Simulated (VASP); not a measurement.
Set up this calculation in VASP 6.6.1, as the native input.

* Task: single point
* Functional: PBE
* Potentials or basis: VASP PAW PBE potentials, release 64 (Ba_sv, Ti_sv, O)
* Cutoff: 520 eV
* k mesh: 8 × 8 × 8
* Occupations: gaussian, width 0.02 eV
* Spin: no spin polarisation
* Hubbard terms: Ti d U = 4.0 eV
* Dipole correction: no
* Further INCAR settings: ALGO = Normal; EDIFF = 1e-06; NBANDS = 28

The structure of BaTiO3 lies in POSCAR:

```
BaTiO3
1.0
    3.9253868926      0.0000000000      0.0000000000
    0.0000000000      2.7757702933      2.7758060061
    0.0000000000     -2.7757702933      2.7758060061
Ba Ti O
1 1 3
Direct
    0.0000000000     -0.0007311152     -0.0007311152
    0.5000000000      0.4993159384      0.4993159384
    0.0000000000      0.4992183298      0.4992183298
    0.5000000000      0.4992194994      0.9991973475
    0.5000000000      0.9991973475      0.4992194994
```

The input as run:

INCAR

```
SYSTEM = BaTiO3
ALGO     = Normal         ! electronic algorithm
EDIFF    = 1E-6           ! SCF threshold, eV
ENCUT    = 520            ! plane-wave cutoff, eV
GGA      = PE             ! functional
ISIF     = 2              ! what is computed and relaxed
ISMEAR   = 0              ! smearing method
LASPH    = .TRUE.         ! aspherical terms in the spheres
LCHARG   = .FALSE.        ! write CHGCAR
LDAU     = .TRUE.         ! DFT+U
LDAUJ    = 0 0 0        
LDAUL    = -1 2 -1        ! shell
LDAUPRINT= 1            
LDAUTYPE = 2            
LDAUU    = 0 4 0          ! U, eV
LMAXMIX  = 4              ! l up to which the mixer works
LREAL    = .FALSE.        ! projectors in reciprocal space
LWAVE    = .FALSE.        ! write WAVECAR
NBANDS   = 28             ! bands
NELM     = 150            ! most SCF steps
PREC     = Accurate       ! precision mode
SIGMA    = 0.02           ! smearing width, eV
```

KPOINTS

```
k-points
0
G
  8 8 8
  0 0 0
```

Potentials or basis: VASP PAW PBE potentials, release 64 (Ba_sv, Ti_sv, O).

The run is started by

```console
$ cat potpaw_PBE.64/Ba_sv/POTCAR potpaw_PBE.64/Ti_sv/POTCAR potpaw_PBE.64/O/POTCAR > POTCAR
$ mpirun -np 1 vasp_std > vasp.out
```

Results of the run:

```
Pressure               : 19.6 GPa
Largest force          : 0.004 eV/Å
Band gap on the k mesh : 2.35 eV (least direct gap 2.48 eV)
```

Caveat: the cell stands under pressure; spin-orbit coupling is left out, which moves the levels of the heavy elements.

It took 87 s on 1 thread of Intel(R) Xeon(R) 6975P-C (Granite Rapids), on a shared host, peak memory 0.3 GiB.
